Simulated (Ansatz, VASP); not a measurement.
# Two plane-wave programs on Al

```
Al
1.0
    -1.59572    1.59572    1.59572
     1.59572   -1.59572    1.59572
     1.59572    1.59572   -1.59572
Al
1
Cartesian
  0.0000 0.0000 0.0000
```

Alike in both runs: functional LDA; k mesh 14 × 14 × 14; occupations gaussian, width 0.1 eV; no spin polarisation.

Ansatz relaxed the structure, and its values are those at the end. VASP's run is a single point on that final structure, the one shown.

|  | VASP | Ansatz |
| --- | --- | --- |
| version | VASP 6.6.1 | Ansatz 0.2.0 |
| potentials or method | VASP PAW LDA potentials, release 64 (Al), cutoff 500 eV | scalar-relativistic, plane waves, PAW |
| valence electrons in the cell | 3 | 3 |

```tsv
	VASP	Ansatz	Ansatz less VASP
gap on the k mesh at the Fermi level (eV)	none	none	-
pressure (GPa)	0.1	0.0	-0.07
```

LDA's correlation is that of Perdew and Zunger in VASP and of Perdew and Wang (1992) in Ansatz. A gap of «none» marks a metal or a gap that the smearing closes.
